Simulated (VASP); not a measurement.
Set up this calculation in VASP 6.6.1, as the native input.

```yaml
Task: relaxation of shape and atoms at fixed volume
Functional: PBE
Potentials_or_basis: VASP PAW PBE potentials, release 64 (Li_sv, Al, O)
Cutoff: 600 eV
k_mesh: 12 × 12 × 4
Occupations: gaussian, width 0.1 eV
Spin: no spin polarisation
Dipole_correction: no
Further_INCAR_settings: ALGO = Normal; EDIFF = 1e-06; IBRION = 2; EDIFFG = -0.01; NSW = 50; ISIF = 4
```

The structure of Li2AlO2 lies in POSCAR:

```
Li2AlO2
1.0
    2.7840180898      0.0000000000      0.0000000000
   -1.3920090449      2.4110303904      0.0000000000
    0.0000000000      0.0000000000      7.2753649357
Li Al O
2 1 2
Direct
    0.6666666667      0.3333333333      0.3236944361
    0.3333333333      0.6666666667      0.6763055639
    0.0000000000      0.0000000000      0.0000000000
    0.3333333333      0.6666666667      0.1397549564
    0.6666666667      0.3333333333      0.8602450436
```

One way to write it, as run:

INCAR

```
SYSTEM = Li2AlO2
PREC = Accurate
ENCUT = 600
EDIFF = 1E-6
ISMEAR = 0
SIGMA = 0.1
LREAL = .False.
LASPH = .True.
NELM = 60
ALGO = Normal
ISIF = 4
LWAVE = .False.
LCHARG = .False.
GGA = PE
IBRION = 2
NSW = 50
EDIFFG = -0.01
```

KPOINTS

```
regular mesh
0
Gamma
  12 12 4
  0 0 0
```

Potentials or basis: VASP PAW PBE potentials, release 64 (Li_sv, Al, O).

Command:

```console
$ cat potpaw_PBE.64/Li_sv/POTCAR potpaw_PBE.64/Al/POTCAR potpaw_PBE.64/O/POTCAR > POTCAR
$ mpirun -np 1 vasp_std > vasp.out
```

Results of the run:

```yaml
Energy_gained_by_relaxing: 1.4 meV/atom
Ionic_steps: 8
Pressure_after_relaxing: 4.8 GPa
Band_gap_on_the_k_mesh: zero (an odd number of electrons rules out a gap without spin polarisation)
```

Caveat: the cutoff is under 1.25 times the usual one of these potentials, so pressure, stress and relaxed cells hold a basis-set (Pulay) error; an odd number of electrons without spin polarisation forces a metal; a magnetic or distorted state may lie lower.

It took 5.1 min on 1 thread of Intel Xeon 8259CL, with other jobs on the host, peak memory 0.21 GiB.
